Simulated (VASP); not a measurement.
# SnO (P4/nmm) in VASP: notebook, part 2 of 2

VASP 6.6.1.

## (3) Single point, PBE (strain +0.000 along x and y, -0.015 along z)

The input, INCAR:

```
SYSTEM = SnO
PREC = Accurate ; ENCUT = 520
EDIFF = 1E-6 ; ISMEAR = 0
SIGMA = 0.05 ; LREAL = .False.
LASPH = .True. ; NELM = 80
ALGO = Normal ; ISIF = 2
LWAVE = .False. ; LCHARG = .False.
GGA = PE ; NBANDS = 28
```

The input, KPOINTS:

```
Automatic mesh
0
Gamma
  10 10 8
  0 0 0
```

The input, POSCAR:

```
SnO
1.0
    3.8681707514      0.0000000000      0.0000000000
    0.0000000000      3.8681707514      0.0000000000
    0.0000000000      0.0000000000      4.9912677446
Sn O
2 2
Direct
    0.0000000000      0.5000000000      0.2287361932
    0.5000000000      0.0000000000      0.7712638068
    0.0000000000      0.0000000000      0.0000000000
    0.5000000000      0.5000000000      0.0000000000
```

Potentials or basis: VASP PAW PBE potentials, release 64 (Sn_d, O).

Run with:

```console
cat potpaw_PBE.64/Sn_d/POTCAR potpaw_PBE.64/O/POTCAR > POTCAR
mpirun -np 1 vasp_std > vasp.out
```

OUTCAR:

```text
SYSTEM = SnO
   PREC = Accurate
   ENCUT = 520
   EDIFF = 1E-6
   ISMEAR = 0
   LREAL = .False.
   LASPH = .True.
   NELM = 80
   ISIF = 2
   GGA = PE

 ion  position               nearest neighbor table
   1  0.000  0.500  0.229-   3 2.25   4 2.25   3 2.25   4 2.25   2 3.56   2 3.56   2 3.56   2 3.56

   2  0.500  0.000  0.771-   3 2.25   4 2.25   4 2.25   3 2.25   1 3.56   1 3.56   1 3.56   1 3.56

   3  0.000  0.000  0.000-   1 2.25   2 2.25   1 2.25   2 2.25
   4  0.500  0.500  0.000-   1 2.25   2 2.25   2 2.25   1 2.25

  LATTYP: Found a simple tetragonal cell.
 ALAT       =     3.8681707514
 C/A-ratio  =     1.2903431791

  Lattice vectors:

 A1 = (   3.8681707514,   0.0000000000,   0.0000000000)
 A2 = (   0.0000000000,   3.8681707514,   0.0000000000)
 A3 = (   0.0000000000,   0.0000000000,   4.9912677446)

Analysis of symmetry for initial positions (statically):
=====================================================================
 Subroutine PRICEL returns:
 Original cell was already a primitive cell.

 Routine SETGRP: Setting up the symmetry group for a
 simple tetragonal supercell.

 Subroutine GETGRP returns: Found 16 space group operations
 (whereof  8 operations were pure point group operations)
 out of a pool of 16 trial point group operations.

The static configuration has the point symmetry D_2d.
 The point group associated with its full space group is D_4h.

Analysis of symmetry for dynamics (positions and initial velocities):
=====================================================================
 Subroutine PRICEL returns:
 Original cell was already a primitive cell.

 Routine SETGRP: Setting up the symmetry group for a
 simple tetragonal supercell.

 Subroutine GETGRP returns: Found 16 space group operations
 (whereof  8 operations were pure point group operations)
 out of a pool of 16 trial point group operations.

The dynamic configuration has the point symmetry D_2d.
 The point group associated with its full space group is D_4h.

[... 115 lines left out ...]
   EMIN   =  10.00;   EMAX   =-10.00  energy-range for DOS
   EFERMI =   0.00;   METHOD = LEGACY
   ISMEAR =     0;   SIGMA  =   0.05  broadening in eV -4-tet -1-fermi 0-gaus
   EFERMI_NEDOS =   21; number of points for ismear=-14 and -15
   IALGO  =     38    algorithm
   IMIX   =      4    mixing-type and parameters
     AMIX     =   0.40;   BMIX     =  1.00
     AMIX_MAG =   1.60;   BMIX_MAG =  1.00
  volume/ion in A,a.u.               =      18.67       126.00
  Fermi-wavevector in a.u.,A,eV,Ry     =   1.329497  2.512386 24.049154  1.767563
  Thomas-Fermi vector in A             =   2.458655
   LORBIT       =      0    0 simple, 1 ext, 2 COOP (PROOUT), +10 PAW based schemes
   GGA     = PE    functional components
   LHFCALC =     F    Hartree Fock is set to
   AEXX    =    0.0000 exact exchange contribution
   IVDW    =     0    specifies the selected vdW correction
   LEPSILON=     F    determine dielectric tensor
   LRPA    =     F    only Hartree local field effects (RPA)
 non-spin polarized calculation
 Gauss-broadening in eV      SIGMA  =   0.05
  energy-cutoff  :      520.00
  volume of cell :       74.68
 maximum number of plane-waves:      2032
 NGX is ok and might be reduce to    30
   NGX = 15   NGY = 15   NGZ = 19

 number of electron      39.9999995 magnetization

 Free energy of the ion-electron system (eV)
  ---------------------------------------------------
  ext. energy  EPLUGINS =         0.00000000
  ---------------------------------------------------
  free energy    TOTEN  =       -22.71804427 eV

  energy without entropy =      -22.71804427  energy(sigma->0) =      -22.71804427

 E-fermi :   6.5570     XC(G=0):  -9.9006

 val. band max:        6.3014704685   @ k =   0.1000   0.0000   0.0000
 cond. band min:       6.8032116226   @ k =   0.5000   0.5000   0.0000
 fundamental gap:      0.5017411541
 Fermi energy:         6.5570422034

 k-point     1 :       0.0000    0.0000    0.0000
  band No.  band energies     occupation
      1     -15.4777      2.00000
      2     -15.0844      2.00000
      3     -15.0844      2.00000
      4     -15.0814      2.00000
      5     -15.0486      2.00000
      6     -15.0388      2.00000
[... 733 lines left out ...]
     27      13.7369      0.00000
     28      15.9550      0.00000

 [... further k-points ...]
[... 5 lines left out ...]
  --------------------------------------------------------------------------------------
  -------------------------------------------------------------------------------------
  Total        0.4859206      0.4859206      0.7949902      0.0000000     -0.0000000      0.0000000
  in kB       10.4244642     10.4244642     17.0549408      0.0000000     -0.0000000      0.0000000
  external PRESSURE =      12.6346231 kB  Pullay stress =       0.0000000 kB

 VOLUME and BASIS-vectors are now :
 -----------------------------------------------------------------------------
  energy-cutoff  :      520.00
  volume of cell :       74.68
      direct lattice vectors                 reciprocal lattice vectors
     3.868170751  0.000000000  0.000000000     0.258520129  0.000000000  0.000000000
     0.000000000  3.868170751  0.000000000     0.000000000  0.258520129  0.000000000
     0.000000000  0.000000000  4.991267745     0.000000000  0.000000000  0.200349901

 POSITION                                       TOTAL-FORCE (eV/Angst)
 -----------------------------------------------------------------------------------
      0.00000      1.93409      1.14168         0.000000      0.000000      0.346977
      1.93409      0.00000      3.84958        -0.000000      0.000000     -0.346977
      0.00000      0.00000      0.00000        -0.000000      0.000000      0.000000
      1.93409      1.93409      0.00000         0.000000     -0.000000      0.000000
 -----------------------------------------------------------------------------------
    total drift:                                0.000000      0.000000      0.000000

  FREE ENERGIE OF THE ION-ELECTRON SYSTEM (eV)
  ---------------------------------------------------
  free  energy   TOTEN  =       -22.7180442674 eV

  energy  without entropy=      -22.7180442674  energy(sigma->0) =      -22.71804427
```

Run time: 2.6 min. Hardware: 1 thread of Intel Xeon 6975P-C, shared host; peak memory 0.31 GiB.

Results:

```yaml
Free_energy: -22.7180 eV
Pressure: 1.3 GPa
Largest_force: 0.347 eV/Å
Band_gap_on_the_k_mesh: 0.50 eV, indirect (least direct gap 1.93 eV)
```

Forces on the atoms (eV/Å):
```
Sn   0.000  0.000  0.347
Sn   0.000  0.000 -0.347
O    0.000  0.000  0.000
O    0.000  0.000  0.000
```

Caveat: the cell differs from its parent crystal (strain +0.000 along x and y, -0.015 along z); spin-orbit coupling is left out, which moves the levels of the heavy elements. A k mesh can miss the band edges.
